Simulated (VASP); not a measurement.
Input of a VASP 6.6.1 run:

INCAR

```
ALGO = Normal ; EDIFF = 1E-6
ENCUT = 520 ; GGA = PE
ISIF = 2 ; ISMEAR = 0
LASPH = T ; LCHARG = T
LELF = T ; LREAL = F
LVHAR = T ; LWAVE = F
NBANDS = 23 ; NELM = 80
PREC = Accurate ; SIGMA = 0.1
```

Contents of KPOINTS:

```
k-points
0
Gamma
  4 4 6
```

The input POSCAR:

```
InGaO
1.0
    4.1221471860      0.0000000000      0.0000000000
    0.0000000000      4.1221471860      0.0000000000
    0.0000000000      0.0000000000      4.1519312379
In Ga O
1 1 1
Direct
    0.0000000000      0.0000000000      0.5000000000
    0.5000000000      0.5000000000      0.5000000000
    0.0000000000      0.0000000000      0.0000000000
```

Potentials or basis: VASP PAW PBE potentials, release 64 (In_d, Ga_d, O).

Launch:

```console
$ cat potpaw_PBE.64/In_d/POTCAR potpaw_PBE.64/Ga_d/POTCAR potpaw_PBE.64/O/POTCAR > POTCAR
$ mpirun -np 1 vasp_std > vasp.out
```

Estimate the pressure.

0.1 GPa.

What does it give for the band gap on the k mesh?

Zero (bands 16 and 17 overlap by 3.41 eV).

Stress tensor (GPa, compression positive):
```
-0.06  0.00  0.00
 0.00 -0.06  0.00
 0.00  0.00  0.42
```

Caveat: the k points lie up to 0.38 Å⁻¹ apart, too coarse for converged energies and pressures of a metal; spin-orbit coupling is left out, which moves the levels of the heavy elements.
